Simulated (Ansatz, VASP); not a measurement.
## Zn: VASP beside Ansatz

The input INCAR:

```
SYSTEM = Zn
PREC = Accurate
ENCUT = 520
EDIFF = 1E-6
ISMEAR = -1
SIGMA = 0.1
LREAL = .False.
LASPH = .True.
NELM = 100
ALGO = Normal
ISIF = 2
LWAVE = .False.
LCHARG = .True.
GGA = PS
LELF = .True.
LVHAR = .True.
NBANDS = 19
```

File KPOINTS:

```
regular mesh
0
Gamma
  16 16 8
  0 0 0
```

The input POSCAR:

```
Zn
1.0
    1.2948487935     -2.2427438984      0.0000000000
    1.2948487935      2.2427438984      0.0000000000
    0.0000000000      0.0000000000      4.9176337349
Zn
2
Direct
    0.6666666670      0.3333333330      0.2500000000
    0.3333333330      0.6666666670      0.7500000000
```

Input for Ansatz:

```yaml
crystal:
  lattice:
    - [1.2948487935, -2.2427438984, 0.0]
    - [1.2948487935, 2.2427438984, 0.0]
    - [0.0, 0.0, 4.9176337349]
  atoms:
    - { symbol: Zn, position: [0.666666667, 0.333333333, 0.25] }
    - { symbol: Zn, position: [0.333333333, 0.666666667, 0.75] }
kpoints:
  mp_grid: { grid: [16, 16, 8] }
scf:
  occupations: { method: fermi_dirac, width: 0.1 }
hamiltonian:
  xc: pbesol
  pseudopotentials: { kind: paw }
output:
  forces: true
  stress: true
  eigenvalues: true
```

Alike in both runs: task single point; functional PBEsol; k mesh 16 × 16 × 8; occupations fermi-dirac, width 0.1 eV; no spin polarisation.

|  | VASP | Ansatz |
| --- | --- | --- |
| version | VASP 6.6.1 | Ansatz 0.2.0 |
| potentials or method | VASP PAW PBE potentials, release 64 (Zn) | PAW with Ansatz's default frozen-core files, scalar-relativistic |
| plane-wave cutoff (eV) | 520 | 420 |
| valence electrons in the cell | 24 | 24 |

```csv
,VASP,Ansatz,Ansatz less VASP
pressure (GPa),0.5,0.0,-0.49
"traceless stress, the component that is largest in VASP (GPa)",-2.63,-2.44,+0.189
```

VASP's potentials were made for PBE, not for PBEsol. With one functional, cell and mesh, what is left measures potentials, basis and numerics.
